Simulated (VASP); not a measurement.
# Ta2N (P-3m1) in VASP: notebook, part 2 of 2

VASP 6.6.1.

## 4. Single point, r2SCAN+U

Input file POSCAR:

```
Ta2N
1.0
    3.1128615060      0.0000000000      0.0000000000
   -1.5564307530      2.6958171426      0.0000000000
    0.0000000000      0.0000000000      4.8698410000
Ta N
2 1
Direct
    0.3333333333      0.6666666667      0.2547110000
    0.6666666667      0.3333333333      0.7452890000
    0.0000000000      0.0000000000      0.0000000000
```

Input file INCAR.step1:

```
PREC = Accurate
ENCUT = 520
ISMEAR = -1
SIGMA = 0.05
LREAL = False
LASPH = True
NELM = 150
LMAXMIX = 4
LDAU = True
LDAUTYPE = 2
LDAUL = 2 -1
LDAUU = 5 0
LDAUJ = 0 0
NBANDS = 20
GGA = PE
ALGO = Normal
EDIFF = 1E-4
LWAVE = True
LCHARG = False
```

Input file INCAR.step2:

```
PREC = Accurate
ENCUT = 520
EDIFF = 1E-6
ISMEAR = -1
SIGMA = 0.05
LREAL = False
LASPH = True
NELM = 150
ALGO = Normal
ISIF = 2
LWAVE = False
LCHARG = False
LMAXMIX = 4
LDAU = True
LDAUTYPE = 2
LDAUL = 2 -1
LDAUU = 5 0
LDAUJ = 0 0
LDAUPRINT = 1
METAGGA = R2SCAN
LMIXTAU = True
NBANDS = 20
ISTART = 1
```

Input file KPOINTS:

```
Automatic mesh
0
Gamma
  10 10 6
```

Potentials or basis: VASP PAW PBE potentials, release 64 (Ta_pv, N).

The run is started by

```bash
cat potpaw_PBE.64/Ta_pv/POTCAR potpaw_PBE.64/N/POTCAR > POTCAR
cp INCAR.step1 INCAR
mpirun -np 1 vasp_std > vasp.out
cp INCAR.step2 INCAR
mpirun -np 1 vasp_std > vasp.out
```

OUTCAR:

```text
PREC = Accurate
   ENCUT = 520
   EDIFF = 1E-6
   ISMEAR = -1
   LREAL = False
   LASPH = True
   NELM = 150
   ISIF = 2
   METAGGA = R2SCAN
   ISTART = 1

 ion  position               nearest neighbor table
   1  0.333  0.667  0.255-   3 2.18   3 2.18   3 2.18   2 2.99   2 2.99   2 2.99   2 3.06   2 3.06
                             2 3.06
   2  0.667  0.333  0.745-   3 2.18   3 2.18   3 2.18   1 2.99   1 2.99   1 2.99   1 3.06   1 3.06
                             1 3.06
   3  0.000  0.000  0.000-   1 2.18   2 2.18   1 2.18   2 2.18   2 2.18   1 2.18

  LATTYP: Found a hexagonal cell.
 ALAT       =     3.1128615060
 C/A-ratio  =     1.5644258476

  Lattice vectors:

 A1 = (   3.1128615060,   0.0000000000,   0.0000000000)
 A2 = (  -1.5564307530,   2.6958171426,   0.0000000000)
 A3 = (   0.0000000000,   0.0000000000,   4.8698410000)

Analysis of symmetry for initial positions (statically):
=====================================================================
 Subroutine PRICEL returns:
 Original cell was already a primitive cell.

 Routine SETGRP: Setting up the symmetry group for a
 hexagonal supercell.

 Subroutine GETGRP returns: Found 12 space group operations
 (whereof 12 operations were pure point group operations)
 out of a pool of 24 trial point group operations.

The static configuration has the point symmetry D_3d.

Analysis of symmetry for dynamics (positions and initial velocities):
=====================================================================
 Subroutine PRICEL returns:
 Original cell was already a primitive cell.

 Routine SETGRP: Setting up the symmetry group for a
 hexagonal supercell.

 Subroutine GETGRP returns: Found 12 space group operations
 (whereof 12 operations were pure point group operations)
 out of a pool of 24 trial point group operations.

The dynamic configuration has the point symmetry D_3d.

 Subroutine INISYM returns: Found 12 space group operations
 (whereof 12 operations are pure point group operations),
 and found     1 'primitive' translations

----------------------------------------------------------------------------------------

                                     Primitive cell

  volume of cell :      40.8663

  direct lattice vectors                    reciprocal lattice vectors
     3.112861506  0.000000000  0.000000000     0.321247829  0.185472520  0.000000000
    -1.556430753  2.695817143  0.000000000     0.000000000  0.370945041  0.000000000
     0.000000000  0.000000000  4.869841000     0.000000000  0.000000000  0.205345513
[... 151 lines left out ...]
  o =  0.2053  v =  0.0000  0.0000  0.0000  0.0000  0.0000  0.0000  0.7408  0.0000  0.0000  0.6717      0.0000  0.0000  0.0000  0.0000  0.0000  0.0000  0.0000  0.0000  0.0000  0.0000
  o =  0.2053  v =  0.0000  0.0000  0.0000  0.0000  0.0000  0.6717 -0.0000 -0.0000  0.7408 -0.0000      0.0000  0.0000  0.0000  0.0000  0.0000  0.0000  0.0000  0.0000  0.0000  0.0000
  o =  0.2053  v =  0.6717 -0.0000 -0.0000  0.7408 -0.0000  0.0000  0.0000  0.0000  0.0000  0.0000      0.0000  0.0000  0.0000  0.0000  0.0000  0.0000  0.0000  0.0000  0.0000  0.0000
  o =  0.2237  v =  0.0000 -0.6717  0.0000 -0.0000  0.7408  0.0000  0.0000  0.0000  0.0000  0.0000      0.0000  0.0000  0.0000  0.0000  0.0000  0.0000  0.0000  0.0000  0.0000  0.0000
  o =  0.2237  v =  0.0000  0.0000  0.0000  0.0000  0.0000  0.0000 -0.6717  0.0000 -0.0000  0.7408      0.0000  0.0000  0.0000  0.0000  0.0000  0.0000  0.0000  0.0000  0.0000  0.0000
  o =  0.2237  v =  0.7408  0.0000 -0.0000 -0.6717 -0.0000  0.0000  0.0000  0.0000  0.0000  0.0000      0.0000  0.0000  0.0000  0.0000  0.0000  0.0000  0.0000  0.0000  0.0000  0.0000
  o =  0.2237  v =  0.0000  0.0000  0.0000  0.0000  0.0000  0.7408  0.0000 -0.0000 -0.6717 -0.0000      0.0000  0.0000  0.0000  0.0000  0.0000  0.0000  0.0000  0.0000  0.0000  0.0000
  o =  0.2445  v =  0.0000  0.0000  0.0000  0.0000  0.0000  0.0000  0.0000  1.0000 -0.0000 -0.0000      0.0000  0.0000  0.0000  0.0000  0.0000  0.0000  0.0000  0.0000  0.0000  0.0000
  o =  0.2445  v =  0.0000  0.0000  1.0000 -0.0000 -0.0000  0.0000  0.0000  0.0000  0.0000  0.0000      0.0000  0.0000  0.0000  0.0000  0.0000  0.0000  0.0000  0.0000  0.0000  0.0000

atom =   2  type =  1  l = 2

 onsite density matrix

spin component  1

  0.2154  0.0000  0.0000 -0.0091 -0.0000
  0.0000  0.2136  0.0000 -0.0000 -0.0091
  0.0000  0.0000  0.2445 -0.0000 -0.0000
 -0.0091 -0.0000 -0.0000  0.2136 -0.0000
 -0.0000 -0.0091 -0.0000 -0.0000  0.2154

spin component  2

  0.2154  0.0000  0.0000 -0.0091 -0.0000
  0.0000  0.2136  0.0000 -0.0000 -0.0091
  0.0000  0.0000  0.2445 -0.0000 -0.0000
 -0.0091 -0.0000 -0.0000  0.2136 -0.0000
 -0.0000 -0.0091 -0.0000 -0.0000  0.2154

 occupancies and eigenvectors

  o =  0.2053  v = -0.0000 -0.7408 -0.0000 -0.0000 -0.6717  0.0000  0.0000  0.0000  0.0000  0.0000      0.0000  0.0000  0.0000  0.0000  0.0000  0.0000  0.0000  0.0000  0.0000  0.0000
  o =  0.2053  v =  0.0000  0.0000  0.0000  0.0000  0.0000 -0.0000 -0.7408 -0.0000 -0.0000 -0.6717      0.0000  0.0000  0.0000  0.0000  0.0000  0.0000  0.0000  0.0000  0.0000  0.0000
  o =  0.2053  v =  0.0000  0.0000  0.0000  0.0000  0.0000  0.6717 -0.0000 -0.0000  0.7408 -0.0000      0.0000  0.0000  0.0000  0.0000  0.0000  0.0000  0.0000  0.0000  0.0000  0.0000
  o =  0.2053  v =  0.6717 -0.0000 -0.0000  0.7408 -0.0000  0.0000  0.0000  0.0000  0.0000  0.0000      0.0000  0.0000  0.0000  0.0000  0.0000  0.0000  0.0000  0.0000  0.0000  0.0000
  o =  0.2237  v = -0.0000  0.6717 -0.0000  0.0000 -0.7408  0.0000  0.0000  0.0000  0.0000  0.0000      0.0000  0.0000  0.0000  0.0000  0.0000  0.0000  0.0000  0.0000  0.0000  0.0000
  o =  0.2237  v =  0.0000  0.0000  0.0000  0.0000  0.0000 -0.0000  0.6717 -0.0000  0.0000 -0.7408      0.0000  0.0000  0.0000  0.0000  0.0000  0.0000  0.0000  0.0000  0.0000  0.0000
  o =  0.2237  v =  0.7408  0.0000 -0.0000 -0.6717 -0.0000  0.0000  0.0000  0.0000  0.0000  0.0000      0.0000  0.0000  0.0000  0.0000  0.0000  0.0000  0.0000  0.0000  0.0000  0.0000
  o =  0.2237  v =  0.0000  0.0000  0.0000  0.0000  0.0000  0.7408  0.0000 -0.0000 -0.6717 -0.0000      0.0000  0.0000  0.0000  0.0000  0.0000  0.0000  0.0000  0.0000  0.0000  0.0000
  o =  0.2445  v =  0.0000  0.0000  0.0000  0.0000  0.0000  0.0000  0.0000  1.0000 -0.0000 -0.0000      0.0000  0.0000  0.0000  0.0000  0.0000  0.0000  0.0000  0.0000  0.0000  0.0000
  o =  0.2445  v =  0.0000  0.0000  1.0000 -0.0000 -0.0000  0.0000  0.0000  0.0000  0.0000  0.0000      0.0000  0.0000  0.0000  0.0000  0.0000  0.0000  0.0000  0.0000  0.0000  0.0000

 number of electron      26.9999996 magnetization

 Free energy of the ion-electron system (eV)
  ---------------------------------------------------
  ext. energy  EPLUGINS =         0.00000000
  ---------------------------------------------------
  free energy    TOTEN  =      -100.17996128 eV

  energy without entropy =     -100.16822567  energy(sigma->0) =     -100.17409347

 E-fermi :   8.3241     XC(G=0): -13.9534

 val. band max:        8.3197560651   @ k =   0.2000   0.1000   0.3333
 cond. band min:       8.3407074461   @ k =   0.2000   0.2000   0.1667
 fundamental gap:      0.0209513809
 Fermi energy:         8.3241350079

 k-point     1 :       0.0000    0.0000    0.0000
  band No.  band energies     occupation
      1     -29.9692      2.00000
      2     -29.2458      2.00000
      3     -29.2458      2.00000
      4     -29.1206      2.00000
      5     -29.1206      2.00000
      6     -29.0066      2.00000
[... 541 lines left out ...]
     19      12.9470      0.00000
     20      13.9636      0.00000

 [... further k-points ...]
[... 5 lines left out ...]
  --------------------------------------------------------------------------------------
  -------------------------------------------------------------------------------------
  Total        1.9465312      1.9465312      3.8501260      0.0000000      0.0000000      0.0000000
  in kB       76.3144793     76.3144793    150.9456183      0.0000000      0.0000000      0.0000000
  external PRESSURE =     101.1915256 kB  Pullay stress =       0.0000000 kB

 VOLUME and BASIS-vectors are now :
 -----------------------------------------------------------------------------
  energy-cutoff  :      520.00
  volume of cell :       40.87
      direct lattice vectors                 reciprocal lattice vectors
     3.112861506  0.000000000  0.000000000     0.321247829  0.185472520  0.000000000
    -1.556430753  2.695817143  0.000000000     0.000000000  0.370945041  0.000000000
     0.000000000  0.000000000  4.869841000     0.000000000  0.000000000  0.205345513

 POSITION                                       TOTAL-FORCE (eV/Angst)
 -----------------------------------------------------------------------------------
     -0.00000      1.79721      1.24040        -0.000000     -0.000000      0.771062
      1.55643      0.89861      3.62944         0.000000      0.000000     -0.771062
      0.00000      0.00000      0.00000         0.000000      0.000000      0.000000
 -----------------------------------------------------------------------------------
    total drift:                               -0.000000      0.000000      0.000000

  FREE ENERGIE OF THE ION-ELECTRON SYSTEM (eV)
  ---------------------------------------------------
  free  energy   TOTEN  =      -100.1799612750 eV

  energy  without entropy=     -100.1682256694  energy(sigma->0) =     -100.17409347
```

Run time: 1.9 min. Hardware: 1 thread of Intel Xeon 6975P-C, shared host; peak memory 0.2 GiB.

Results:

```yaml
Free_energy: -100.1800 eV
Pressure: 10.1 GPa
Largest_force: 0.771 eV/Å
```

Forces in eV/Å, atoms in the order of the input:
```
Ta   0.000  0.000  0.771
Ta   0.000  0.000 -0.771
N    0.000  0.000  0.000
```

Eigenvalues of the final occupation matrices:
| site | spin | trace | eigenvalues |
| --- | --- | --- | --- |
| site 1 d | 1 | 1.10 | 0.21 0.21 0.22 0.22 0.24 |
| site 1 d | 2 | 1.10 | 0.21 0.21 0.22 0.22 0.24 |
| site 2 d | 1 | 1.10 | 0.21 0.21 0.22 0.22 0.24 |
| site 2 d | 2 | 1.10 | 0.21 0.21 0.22 0.22 0.24 |

Caveat: the PAW data sets were made with another functional, which shifts forces and pressure a little; spin-orbit coupling is left out, which moves the levels of the heavy elements; U without spin polarisation on a metal has little footing.

## 5. Single point, r2SCAN+U

POSCAR is that of step 4.

Input file INCAR.step1:

```
SYSTEM = Ta2N
PREC     = Accurate       ! precision mode
ENCUT    = 520            ! plane-wave cutoff, eV
ISMEAR   = -1             ! smearing method
SIGMA    = 0.05           ! smearing width, eV
LREAL    = .False.        ! projectors in reciprocal space
LASPH    = .True.         ! aspherical terms in the spheres
NELM     = 150            ! most SCF steps
LMAXMIX  = 4              ! l up to which the mixer works
LDAU     = .True.         ! DFT+U
LDAUTYPE = 2            
LDAUL    = 2 -1           ! shell
LDAUU    = 6 0            ! U, eV
LDAUJ    = 0 0          
NBANDS   = 20             ! bands
GGA      = PE             ! functional
ALGO     = Normal         ! electronic algorithm
EDIFF    = 1E-4           ! SCF threshold, eV
LWAVE    = .True.         ! write WAVECAR
LCHARG   = .False.        ! write CHGCAR
```

Input file INCAR.step2:

```
SYSTEM = Ta2N
PREC     = Accurate       ! precision mode
ENCUT    = 520            ! plane-wave cutoff, eV
EDIFF    = 1E-7           ! SCF threshold, eV
ISMEAR   = -1             ! smearing method
SIGMA    = 0.05           ! smearing width, eV
LREAL    = .False.        ! projectors in reciprocal space
LASPH    = .True.         ! aspherical terms in the spheres
NELM     = 150            ! most SCF steps
ALGO     = Normal         ! electronic algorithm
ISIF     = 2              ! what is computed and relaxed
LWAVE    = .False.        ! write WAVECAR
LCHARG   = .False.        ! write CHGCAR
LMAXMIX  = 4              ! l up to which the mixer works
LDAU     = .True.         ! DFT+U
LDAUTYPE = 2            
LDAUL    = 2 -1           ! shell
LDAUU    = 6 0            ! U, eV
LDAUJ    = 0 0          
LDAUPRINT= 1            
METAGGA  = R2SCAN         ! meta-GGA
LMIXTAU  = .True.       
NBANDS   = 20             ! bands
ISTART   = 1
```

Input file KPOINTS:

```
Automatic mesh
0
Gamma
  10 10 6
  0 0 0
```

Potentials or basis: VASP PAW PBE potentials, release 64 (Ta_pv, N).

The run is started by

```bash
cat potpaw_PBE.64/Ta_pv/POTCAR potpaw_PBE.64/N/POTCAR > POTCAR
cp INCAR.step1 INCAR
mpirun -np 1 vasp_std > vasp.out
cp INCAR.step2 INCAR
mpirun -np 1 vasp_std > vasp.out
```

OUTCAR:

```text
SYSTEM = Ta2N
   PREC = Accurate
   ENCUT = 520
   EDIFF = 1E-7
   ISMEAR = -1
   LREAL = .False.
   LASPH = .True.
   NELM = 150
   ISIF = 2
   METAGGA = R2SCAN
   ISTART = 1

 ion  position               nearest neighbor table
   1  0.333  0.667  0.255-   3 2.18   3 2.18   3 2.18   2 2.99   2 2.99   2 2.99   2 3.06   2 3.06
                             2 3.06
   2  0.667  0.333  0.745-   3 2.18   3 2.18   3 2.18   1 2.99   1 2.99   1 2.99   1 3.06   1 3.06
                             1 3.06
   3  0.000  0.000  0.000-   1 2.18   2 2.18   1 2.18   2 2.18   2 2.18   1 2.18

  LATTYP: Found a hexagonal cell.
[... 812 lines left out ...]
     20      14.0886      0.00000

 [... further k-points ...]
[... 5 lines left out ...]
  --------------------------------------------------------------------------------------
  -------------------------------------------------------------------------------------
  Total        2.6530586      2.6530586      4.8246985      0.0000000      0.0000000      0.0000000
  in kB      104.0141480    104.0141480    189.1540978      0.0000000      0.0000000      0.0000000
  external PRESSURE =     132.3941313 kB  Pullay stress =       0.0000000 kB

 VOLUME and BASIS-vectors are now :
 -----------------------------------------------------------------------------
  energy-cutoff  :      520.00
  volume of cell :       40.87
      direct lattice vectors                 reciprocal lattice vectors
     3.112861506  0.000000000  0.000000000     0.321247829  0.185472520  0.000000000
    -1.556430753  2.695817143  0.000000000     0.000000000  0.370945041  0.000000000
     0.000000000  0.000000000  4.869841000     0.000000000  0.000000000  0.205345513

 POSITION                                       TOTAL-FORCE (eV/Angst)
 -----------------------------------------------------------------------------------
     -0.00000      1.79721      1.24040         0.000000     -0.000000      0.896224
      1.55643      0.89861      3.62944        -0.000000      0.000000     -0.896224
      0.00000      0.00000      0.00000         0.000000      0.000000      0.000000
 -----------------------------------------------------------------------------------
    total drift:                               -0.000000      0.000000      0.000000

  FREE ENERGIE OF THE ION-ELECTRON SYSTEM (eV)
  ---------------------------------------------------
  free  energy   TOTEN  =       -98.4742863791 eV

  energy  without entropy=      -98.4628424946  energy(sigma->0) =      -98.46856444
```

OUTCAR.step1:

```text
SYSTEM = Ta2N
   PREC = Accurate
   ENCUT = 520
   ISMEAR = -1
   LREAL = .False.
   LASPH = .True.
   NELM = 150
[... 782 lines left out ...]
     -0.00000      1.79721      1.24040         0.000000     -0.000000      0.779757
      1.55643      0.89861      3.62944        -0.000000      0.000000     -0.779757
      0.00000      0.00000      0.00000        -0.000000      0.000000      0.000000
 -----------------------------------------------------------------------------------
    total drift:                               -0.000000      0.000000      0.000000

  FREE ENERGIE OF THE ION-ELECTRON SYSTEM (eV)
  ---------------------------------------------------
  free  energy   TOTEN  =       -23.8280350262 eV

  energy  without entropy=      -23.8160589671  energy(sigma->0) =      -23.82204700
```

It took 2.4 min on 1 thread of Intel Xeon 6975P-C, shared host; peak memory 0.2 GiB.

What came out:

```
Free energy   : -98.4743 eV
Pressure      : 13.2 GPa
Largest force : 0.896 eV/Å
```

Forces in eV/Å, atoms in the order of the input:
```
Ta   0.000  0.000  0.896
Ta   0.000  0.000 -0.896
N    0.000  0.000  0.000
```

Eigenvalues of the final occupation matrices:
```tsv
site	spin	trace	eigenvalues
site 1 d	1	1.08	0.20 0.20 0.22 0.22 0.24
site 1 d	2	1.08	0.20 0.20 0.22 0.22 0.24
site 2 d	1	1.08	0.20 0.20 0.22 0.22 0.24
site 2 d	2	1.08	0.20 0.20 0.22 0.22 0.24
```

Caveat: the PAW data sets were made with another functional, which shifts forces and pressure a little; spin-orbit coupling is left out, which moves the levels of the heavy elements; U without spin polarisation on a metal has little footing.

## 6. Single point, LDA (volume scaled by 0.94)

Input file INCAR:

```
SYSTEM = Ta2N
PREC = Accurate
ENCUT = 520
EDIFF = 1E-6
ISMEAR = -1
SIGMA = 0.05
LREAL = .False.
LASPH = .True.
NELM = 80
ALGO = Normal
ISIF = 2
LWAVE = .False.
LCHARG = .False.
NBANDS = 20
```

KPOINTS is that of step 5.

Input file POSCAR:

```
Ta2N
1.0
    3.0493158896      0.0000000000      0.0000000000
   -1.5246579448      2.6407850245      0.0000000000
    0.0000000000      0.0000000000      4.7704285953
Ta N
2 1
Direct
    0.3333333333      0.6666666667      0.2547110000
    0.6666666667      0.3333333333      0.7452890000
    0.0000000000      0.0000000000      0.0000000000
```

Potentials or basis: VASP PAW LDA potentials, release 64 (Ta_pv, N).

The run is started by

```bash
cat potpaw_LDA.64/Ta_pv/POTCAR potpaw_LDA.64/N/POTCAR > POTCAR
mpirun -np 1 vasp_std > vasp.out
```

Wall time 22 s (1 thread of Intel Xeon 6975P-C, shared host); peak memory 0.18 GiB.

The run converged. Its results:

* Free energy: -37.6446 eV
* Pressure: 5.1 GPa
* Largest force: 0.024 eV/Å

Forces on the atoms (eV/Å):
```
Ta   0.000  0.000 -0.024
Ta   0.000  0.000  0.024
N    0.000  0.000  0.000
```

Stress tensor (GPa, compression positive):
```
4.97 0.00 0.00
0.00 4.97 0.00
0.00 0.00 5.46
```

Levels at points of the mesh, in eV from the Fermi level:
```csv
k point,band 9,band 10,band 11,band 12,band 13,band 14,band 15,band 16,band 17,band 18
"(0.00, 0.00, 0.00)",-6.33,-6.33,-4.73,-0.73,-0.27,-0.27,0.27,0.27,0.34,1.24
"(0.50, 0.00, 0.00)",-6.74,-6.63,-4.84,-2.58,-1.23,1.92,2.07,4.03,4.32,4.62
"(0.00, 0.00, 0.50)",-6.53,-6.53,-2.97,-2.55,-1.23,-1.23,1.94,2.42,2.46,2.46
"(0.50, 0.00, 0.50)",-6.94,-6.32,-3.46,-2.05,-2.02,-0.24,0.78,3.55,3.82,4.34
```

Caveat: spin-orbit coupling is left out, which moves the levels of the heavy elements.

## 7. Overview

| level | potentials or basis | U | cell | gap on the mesh (eV) | pressure (GPa) | largest force (eV/Å) |
| --- | --- | --- | --- | --- | --- | --- |
| r2SCAN+U | VASP PAW PBE potentials, release 64 (Ta_pv, N) | Ta d U = 3.0 eV | a = 3.113, b = 3.113, c = 4.870 Å, angles 90.0, 90.0, 120.0°, 3 atoms | none | 4.1 | 0.53 |
| r2SCAN+U | VASP PAW PBE potentials, release 64 (Ta_pv, N) | Ta d U = 4.0 eV | a = 3.113, b = 3.113, c = 4.870 Å, angles 90.0, 90.0, 120.0°, 3 atoms | none | 7.1 | 0.65 |
| r2SCAN+U | VASP PAW PBE potentials, release 64 (Ta_pv, N) | Ta d U = 5.0 eV | a = 3.113, b = 3.113, c = 4.870 Å, angles 90.0, 90.0, 120.0°, 3 atoms | none | 10.1 | 0.77 |
| r2SCAN+U | VASP PAW PBE potentials, release 64 (Ta_pv, N) | Ta d U = 6.0 eV | a = 3.113, b = 3.113, c = 4.870 Å, angles 90.0, 90.0, 120.0°, 3 atoms | none | 13.2 | 0.90 |
| LDA | VASP PAW LDA potentials, release 64 (Ta_pv, N) | - | a = 3.049, b = 3.049, c = 4.770 Å, angles 90.0, 90.0, 120.0°, 3 atoms | none | 5.1 | 0.02 |

Alike in all rows: task single point; no spin polarisation; k mesh 10 × 10 × 6; cutoff (eV) 520; smearing fermi-dirac 0.05 eV.

Caveats: spin-orbit coupling is left out, which moves the levels of the heavy elements; the PAW data sets were made with another functional, which shifts forces and pressure a little (some runs); U without spin polarisation on a metal has little footing (some runs).

Absolute energies hang on the potentials; compare differences alone.
